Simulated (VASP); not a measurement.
Set up this calculation in VASP 6.6.1, as the native input.

```
Task                   : single point
Functional             : PBE
Potentials or basis    : VASP PAW PBE potentials, release 64 (Al, Cu)
Cutoff                 : 520 eV
k mesh                 : 11 × 11 × 4
Occupations            : gaussian, width 0.15 eV
Spin                   : no spin polarisation
Dipole correction      : no
Further INCAR settings : ALGO = Fast; EDIFF = 1e-06; NBANDS = 36
```

The structure of Al2Cu lies in POSCAR:

```
Al2Cu
1.0
   -2.0446004811      2.0446004811     -2.8914013871
   -2.0446004811     -2.0446004811      2.8914013871
   -0.6815334937      7.4968684309      6.7466032367
Al Cu
6 3
Direct
    0.0000000000     -0.0416666667      0.1250000000
    0.3333333333      0.5138888889      0.4583333333
    0.6666666667      0.0694444444      0.7916666667
    0.3333333333      0.3472222222      0.9583333333
    0.6666666667      0.2361111111      0.2916666667
    0.0000000000     -0.2083333333      0.6250000000
    0.6666666667      0.3194444444      0.0416666667
    0.0000000000     -0.1250000000      0.3750000000
    0.3333333333      0.4305555556      0.7083333333
```

One way to write it, as run:

INCAR

```
PREC = Accurate
ENCUT = 520
EDIFF = 1E-6
ISMEAR = 0
SIGMA = 0.15
LREAL = False
LASPH = True
NELM = 100
ALGO = Fast
ISIF = 2
LWAVE = False
LCHARG = False
GGA = PE
NBANDS = 36
```

KPOINTS

```
regular mesh
0
Gamma
  11 11 4
```

Potentials or basis: VASP PAW PBE potentials, release 64 (Al, Cu).

Launch:

```console
$ cat potpaw_PBE.64/Al/POTCAR potpaw_PBE.64/Cu/POTCAR > POTCAR
$ mpirun -np 1 vasp_std > vasp.out
```

It gave:

```
Pressure               : 15.5 GPa
Largest force          : 21.733 eV/Å
Band gap on the k mesh : zero (an odd number of electrons rules out a gap without spin polarisation)
```

Caveat: atoms lie so close that the PAW spheres overlap strongly, which falsifies energies and pressures; the cell stands under pressure; forces of over 1 eV/Å act on the atoms, so gaps and moduli don't describe the material at rest.

Wall time 26 min on 1 thread of Oxide Virtual Turin-like Processor, with other jobs on the host, peak memory 0.93 GiB.
